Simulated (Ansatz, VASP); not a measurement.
# BaO in VASP and in Ansatz

```xyz
2
Lattice="0.0000 2.7500 2.7500 2.7500 0.0000 2.7500 2.7500 2.7500 0.0000" Properties=species:S:1:pos:R:3 pbc="T T T"
Ba    0.0000    0.0000    0.0000
O     2.7500    2.7500    2.7500
```

Alike in both runs: task single point; functional LDA; k mesh 9 × 9 × 9; no spin polarisation.

|  | VASP | Ansatz |
| --- | --- | --- |
| version | VASP 6.6.1 | Ansatz 0.2.0 |
| potentials or method | VASP PAW LDA potentials, release 64 (Ba_sv, O), cutoff 600 eV | plane waves, PAW |
| occupations | gaussian, width 0.01 eV | fixed |
| valence electrons in the cell | 16 | 16 |

VASP gave:

* gap on the k mesh at the Fermi level (eV): 1.83

Question: What did Ansatz give for the same quantities?

Answer: gap on the k mesh at the Fermi level (eV): 1.91.

LDA's correlation is that of Perdew and Zunger in VASP and of Perdew and Wang (1992) in Ansatz. Ansatz's warnings: optics band completion.

Spin-orbit coupling is off throughout.
